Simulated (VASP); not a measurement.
# Mg (P6_3/mmc) in VASP: notebook

The runs below take Mg through electric field gradients, with r2SCAN.

Everything below comes from runs of VASP 6.6.1. Logs are shortened: lines on timing, memory, paths and dates and some standing lists are left out, and cuts for length are marked.

### 1 The cell of the first run

Symmetry: P6_3/mmc, No. 194, hexagonal system. Conventional cell: a = 3.193 Å, b = 3.193 Å, c = 5.175 Å, α = 90.00°, β = 90.00°, γ = 120.00°. Within 4.2 Å of Mg (site symmetry -6m2) lie 12 Mg at 3.18 to 3.19 Å.

### 2 Electric field gradients, r2SCAN (volume scaled by 1.02)

POSCAR

```
Mg
1.0
    3.1930306752      0.0000000000      0.0000000000
   -1.5965153376      2.7652456798      0.0000000000
    0.0000000000      0.0000000000      5.1752536068
Mg
2
Direct
    0.3333333333      0.6666666667      0.2500000000
    0.6666666667      0.3333333333      0.7500000000
```

INCAR.step1

```
SYSTEM = Mg
PREC = Accurate ; ENCUT = 520
ISMEAR = -1 ; SIGMA = 0.08
LREAL = .FALSE. ; LASPH = .TRUE.
NELM = 60 ; NBANDS = 9
GGA = PE ; ALGO = Normal
EDIFF = 1E-4 ; LWAVE = .TRUE.
LCHARG = .FALSE.
```

INCAR.step2

```
SYSTEM = Mg
PREC = Accurate ; ENCUT = 520
EDIFF = 1E-8 ; ISMEAR = -1
SIGMA = 0.08 ; LREAL = .FALSE.
LASPH = .TRUE. ; NELM = 60
ALGO = Normal ; ISIF = 2
LWAVE = .FALSE. ; LCHARG = .FALSE.
METAGGA = R2SCAN ; LMIXTAU = .TRUE.
LEFG = .TRUE. ; NBANDS = 9
ISTART = 1
```

KPOINTS

```
regular mesh
0
G
  15 15 8
  0 0 0
```

Potentials or basis: VASP PAW PBE potentials, release 64 (Mg).

Command:

```sh
$ cat potpaw_PBE.64/Mg/POTCAR > POTCAR
$ cp INCAR.step1 INCAR
$ mpirun -np 1 vasp_std > vasp.out
$ cp INCAR.step2 INCAR
$ mpirun -np 1 vasp_std > vasp.out
```

OUTCAR:

```text
SYSTEM = Mg
   PREC = Accurate
   ENCUT = 520
   EDIFF = 1E-8
   ISMEAR = -1
   LREAL = .FALSE.
   LASPH = .TRUE.
   NELM = 60
   ISIF = 2
   METAGGA = R2SCAN
   ISTART = 1

 ion  position               nearest neighbor table
   1  0.333  0.667  0.250-   2 3.18   2 3.18   2 3.18   2 3.18   2 3.18   2 3.18
   2  0.667  0.333  0.750-   1 3.18   1 3.18   1 3.18   1 3.18   1 3.18   1 3.18

  LATTYP: Found a hexagonal cell.
 ALAT       =     3.1930306752
 C/A-ratio  =     1.6207967080

  Lattice vectors:

 A1 = (   3.1930306752,   0.0000000000,   0.0000000000)
 A2 = (  -1.5965153376,   2.7652456798,   0.0000000000)
 A3 = (   0.0000000000,   0.0000000000,   5.1752536068)

Analysis of symmetry for initial positions (statically):
=====================================================================
 Subroutine PRICEL returns:
 Original cell was already a primitive cell.

 Routine SETGRP: Setting up the symmetry group for a
 hexagonal supercell.

 Subroutine GETGRP returns: Found 24 space group operations
 (whereof 12 operations were pure point group operations)
 out of a pool of 24 trial point group operations.

The static configuration has the point symmetry D_3d.
 The point group associated with its full space group is D_6h.

Analysis of symmetry for dynamics (positions and initial velocities):
=====================================================================
 Subroutine PRICEL returns:
 Original cell was already a primitive cell.

 Routine SETGRP: Setting up the symmetry group for a
 hexagonal supercell.

 Subroutine GETGRP returns: Found 24 space group operations
 (whereof 12 operations were pure point group operations)
 out of a pool of 24 trial point group operations.

The dynamic configuration has the point symmetry D_3d.
 The point group associated with its full space group is D_6h.

 Subroutine INISYM returns: Found 24 space group operations
 (whereof 12 operations are pure point group operations),
 and found     1 'primitive' translations

----------------------------------------------------------------------------------------

                                     Primitive cell

  volume of cell :      45.6950

  direct lattice vectors                    reciprocal lattice vectors
     3.193030675  0.000000000  0.000000000     0.313182084  0.180815760  0.000000000
    -1.596515338  2.765245680  0.000000000     0.000000000  0.361631521  0.000000000
     0.000000000  0.000000000  5.175253607     0.000000000  0.000000000  0.193227246

  length of vectors
     3.193030675  3.193030675  5.175253607     0.361631521  0.361631521  0.193227246

  position of ions in fractional coordinates (direct lattice)
     0.333333333  0.666666667  0.250000000
     0.666666667  0.333333333  0.750000000

  ion indices of the primitive-cell ions
   primitive index   ion index
                 1           1
                 2           2

----------------------------------------------------------------------------------------

 KPOINTS: regular mesh

Automatic generation of k-mesh.
 Grid dimensions read from file:
 generate k-points for:   15   15    8

 Generating k-lattice:

  Cartesian coordinates                     Fractional coordinates (reciprocal lattice)
     0.020878806  0.012054384  0.000000000     0.066666667  0.000000000  0.000000000
     0.000000000  0.024108768  0.000000000     0.000000000  0.066666667  0.000000000
     0.000000000  0.000000000  0.024153406     0.000000000  0.000000000  0.125000000

  Length of vectors
     0.024108768  0.024108768  0.024153406

  Shift w.r.t. Gamma in fractional coordinates (k-lattice)
     0.000000000  0.000000000  0.000000000

 Subroutine IBZKPT returns following result:
 ===========================================

 Found    135 irreducible k-points:

 Following reciprocal coordinates:
            Coordinates               Weight
  0.000000  0.000000  0.000000      1.000000
  0.066667  0.000000  0.000000      6.000000
  0.133333 -0.000000  0.000000      6.000000
  0.200000 -0.000000  0.000000      6.000000
  0.266667 -0.000000  0.000000      6.000000
  0.333333 -0.000000  0.000000      6.000000
[... 16 lines left out ...]
  0.333333  0.200000  0.000000     12.000000
  0.400000  0.200000  0.000000      6.000000
 [... further k-points ...]
   k-points           NKPTS =    135   k-points in BZ     NKDIM =    135   number of bands    NBANDS=      9
   number of dos      NEDOS =    301   number of ions     NIONS =      2
   total plane-waves  NPLWV =  23040
   dimension x,y,z NGX =    24 NGY =   24 NGZ =   40
   dimension x,y,z NGXF=    48 NGYF=   48 NGZF=   80
   ions per type =               2
   NGX,Y,Z   is equivalent  to a cutoff of  12.50, 12.50, 12.85 a.u.
   NGXF,Y,Z  is equivalent  to a cutoff of  24.99, 24.99, 25.70 a.u.
 SYSTEM =  Mg
   PREC   = accura    normal or accurate (medium, high low for compatibility)
   ISTART =      1    job   : 0-new  1-cont  2-samecut
   ICHARG =      0    charge: 1-file 2-atom 10-const
   ISPIN  =      1    spin polarized calculation?
   LNONCOLLINEAR =      F non collinear calculations
   LSORBIT =      F    spin-orbit coupling
   LASPH  =      T    aspherical Exc in radial PAW
   ENCUT  =  520.0 eV  38.22 Ry    6.18 a.u.   5.94  5.94  9.62*2*pi/ulx,y,z
   NELM   =     60;   NELMIN=  2; NELMDL=  0     # of ELM steps
   EDIFF  = 0.1E-07   stopping-criterion for ELM
   LREAL  =      F    real-space projection
   EDIFFG = 0.1E-06   stopping-criterion for IOM
   NSW    =      0    number of steps for IOM
   IBRION =     -1    ionic relax: 0-MD 1-quasi-New 2-CG
   NFREE  =      0    steps in history (QN), initial steepest desc. (CG)
   ISIF   =      2    stress and relaxation
   ISYM   =      2    0-nonsym 1-usesym 2-fastsym
   POTIM  = 0.5000    time-step for ionic-motion
   TEBEG  =    0.0;   TEEND  =   0.0 temperature during run
   PSTRESS=    0.0 pullay stress
   NELECT =       4.0000    total number of electrons
   NUPDOWN=      -1.0000    fix difference up-down
   EMIN   =  10.00;   EMAX   =-10.00  energy-range for DOS
   EFERMI =   0.00;   METHOD = LEGACY
   ISMEAR =    -1;   SIGMA  =   0.08  broadening in eV -4-tet -1-fermi 0-gaus
   EFERMI_NEDOS =   21; number of points for ismear=-14 and -15
   IALGO  =     38    algorithm
   IMIX   =      4    mixing-type and parameters
     AMIX     =   0.40;   BMIX     =  1.00
     AMIX_MAG =   1.60;   BMIX_MAG =  1.00
  volume/ion in A,a.u.               =      22.85       154.18
  Fermi-wavevector in a.u.,A,eV,Ry     =   0.726896  1.373633  7.189007  0.528377
  Thomas-Fermi vector in A             =   1.817983
   LORBIT       =      0    0 simple, 1 ext, 2 COOP (PROOUT), +10 PAW based schemes
   METAGGA = R2SCAN    functional components
   LHFCALC =     F    Hartree Fock is set to
   AEXX    =    0.0000 exact exchange contribution
   IVDW    =     0    specifies the selected vdW correction
   LEPSILON=     F    determine dielectric tensor
   LRPA    =     F    only Hartree local field effects (RPA)
 non-spin polarized calculation
  energy-cutoff  :      520.00
  volume of cell :       45.69
 maximum number of plane-waves:      1272
 NGX is ok and might be reduce to    24
   NGX = 11   NGY = 11   NGZ = 19

 number of electron       4.0000000 magnetization

 Free energy of the ion-electron system (eV)
  ---------------------------------------------------
  ext. energy  EPLUGINS =         0.00000000
  ---------------------------------------------------
  free energy    TOTEN  =        -8.30305076 eV

  energy without entropy =       -8.28725379  energy(sigma->0) =       -8.29515227

 E-fermi :   2.6707     XC(G=0):  -9.0544

 val. band max:        2.6611533180   @ k =   0.4667   0.0000   0.5000
 cond. band min:       2.6855168564   @ k =   0.0000   0.0000   0.1250
 fundamental gap:      0.0243635384
 Fermi energy:         2.6707082816

 k-point     1 :       0.0000    0.0000    0.0000
  band No.  band energies     occupation
      1      -4.7385      2.00000
      2       0.7670      2.00000
      3       1.4923      2.00000
      4      14.3832      0.00000
      5      14.3832      0.00000
      6      14.5464      0.00000
      7      14.5464      0.00000
      8      15.3117      0.00000
      9      17.1626      0.00000

 k-point     2 :       0.0667    0.0000    0.0000
  band No.  band energies     occupation
      1      -4.6451      2.00000
      2       0.8532      2.00000
      3       1.5812      2.00000
      4      12.5102      0.00000
      5      13.3743      0.00000
      6      14.2089      0.00000
      7      15.6758      0.00000
      8      16.1648      0.00000
      9      17.4660      0.00000
[... 253 lines left out ...]
 k-point    24 :       0.4000    0.2000    0.0000
  band No.  band energies     occupation
      1       0.8829      2.00000
      2       1.0512      2.00000
      3       4.6767      0.00000
      4       6.0655      0.00000
      5       6.3904      0.00000
      6       6.7750      0.00000
      7       8.5127      0.00000
      8      10.1955      0.00000
      9      11.6082      0.00000

 [... further k-points ...]
[... 5 lines left out ...]
  --------------------------------------------------------------------------------------
  -------------------------------------------------------------------------------------
  Total       -0.1420282     -0.1420282     -0.3466172      0.0000000      0.0000000      0.0000000
  in kB       -4.9798548     -4.9798548    -12.1532462      0.0000000      0.0000000      0.0000000
  external PRESSURE =      -7.3709853 kB  Pullay stress =       0.0000000 kB

 VOLUME and BASIS-vectors are now :
 -----------------------------------------------------------------------------
  energy-cutoff  :      520.00
  volume of cell :       45.69
      direct lattice vectors                 reciprocal lattice vectors
     3.193030675  0.000000000  0.000000000     0.313182084  0.180815760  0.000000000
    -1.596515338  2.765245680  0.000000000     0.000000000  0.361631521  0.000000000
     0.000000000  0.000000000  5.175253607     0.000000000  0.000000000  0.193227246

 POSITION                                       TOTAL-FORCE (eV/Angst)
 -----------------------------------------------------------------------------------
     -0.00000      1.84350      1.29381        -0.000000      0.000000      0.000000
      1.59652      0.92175      3.88144         0.000000      0.000000      0.000000
 -----------------------------------------------------------------------------------
    total drift:                               -0.000000      0.000000     -0.000000

  FREE ENERGIE OF THE ION-ELECTRON SYSTEM (eV)
  ---------------------------------------------------
  free  energy   TOTEN  =        -8.3030507605 eV

  energy  without entropy=       -8.2872537864  energy(sigma->0) =       -8.29515227

 Electric field gradients (V/A^2)
---------------------------------------------------------------------
 ion       V_xx      V_yy      V_zz      V_xy      V_xz      V_yz
---------------------------------------------------------------------
   1      -0.388    -0.388     0.776    -0.000    -0.000     0.000
   2      -0.388    -0.388     0.776    -0.000     0.000    -0.000
---------------------------------------------------------------------

 Electric field gradients after diagonalization (V/A^2)
 (convention: |V_zz| > |V_xx| > |V_yy|)
----------------------------------------------------------------------
 ion       V_xx      V_yy      V_zz     asymmetry (V_yy - V_xx)/ V_zz
----------------------------------------------------------------------
   1      -0.388    -0.388     0.776       0.000
   2      -0.388    -0.388     0.776       0.000
----------------------------------------------------------------------

           NMR quadrupolar parameters

 Cq : quadrupolar parameter    Cq=e*Q*V_zz/h
 eta: asymmetry parameters     (V_yy - V_xx)/ V_zz
 Q  : nuclear electric quadrupole moment in mb (millibarn)
----------------------------------------------------------------------
 ion       Cq(MHz)       eta       Q (mb)
----------------------------------------------------------------------
   1       0.002       0.000       1.000
   2       0.002       0.000       1.000
----------------------------------------------------------------------
```

Wall time 86 s (1 thread of Intel Xeon Platinum 8488C (Sapphire Rapids), shared host); peak memory 0.19 GiB.

What came out:

| Item | Value |
| --- | --- |
| Free energy | -8.3031 eV |
| Pressure | -0.7 GPa |
| Band gap on the k mesh | zero (band 2 reaches 3.61 eV, above the bottom of band 3 at 1.49 eV) |

Levels at points of the mesh, in eV from the Fermi level:
| k point | band 1 | band 2 | band 3 | band 4 | band 5 |
| --- | --- | --- | --- | --- | --- |
| (0.00, 0.00, 0.00) | -7.41 | -1.90 | -1.18 | 11.71 | 11.71 |
| (0.00, 0.00, 0.50) | -5.92 | -5.92 | 5.43 | 5.43 | 12.47 |

Electric field gradients, principal values (V/Å²):
| atom | least | middle | greatest (by size) |
| --- | --- | --- | --- |
| 1 Mg | -0.388 | -0.388 | 0.776 |
| 2 Mg | -0.388 | -0.388 | 0.776 |

Caveat: without QUAD_EFG the Cq values of the log hold for a quadrupole moment of 1 mb, not for the nuclei; the PAW data sets were made with another functional, which shifts forces and pressure a little.

(Continued in part 2 of 2.)
